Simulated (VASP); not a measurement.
Runs of VASP 6.6.1 on ZrS2. It takes space group P-3m1 (No. 164, trigonal). The conventional cell has a = 3.691 Å, b = 3.691 Å, c = 6.041 Å, α = 90.00°, β = 90.00°, γ = 120.00°. Within 3.4 Å of Zr (site symmetry -3m) lie 6 S at 2.57 Å. S (site symmetry 3m) has 3 Zr at 2.57 Å within 3.4 Å. 

```csv
k mesh,gap on the mesh (eV),pressure (GPa),largest force (eV/Å)
5 × 5 × 3,1.09,-2.3,0.15
7 × 7 × 4,(a),(c),0.14
2 × 2 × 2,(b),0.6,0.59
4 × 4 × 2,0.98,-2.1,0.16
```

Alike in all rows: task single point; level PBEsol; potentials or basis VASP PAW PBE potentials, release 64 (Zr_sv, S); no spin polarisation; cell as given; cutoff (eV) 500; smearing gaussian 0.01 eV.

Q: Fill in the values left out.

A: (a) 1.02; (b) 0.74; (c) -2.5.

Caveats: some runs use coarse meshes; the PAW data sets were made with another functional, which shifts forces and pressure a little; this functional lacks dispersion, which binds the layers, so the pressure and a relaxed spacing across them are unreliable; an odd mesh through Γ misses points on the zone boundary, where band edges can lie (at least some runs).

A k mesh can miss the band edges, and the runs leave out spin-orbit coupling on Zr.
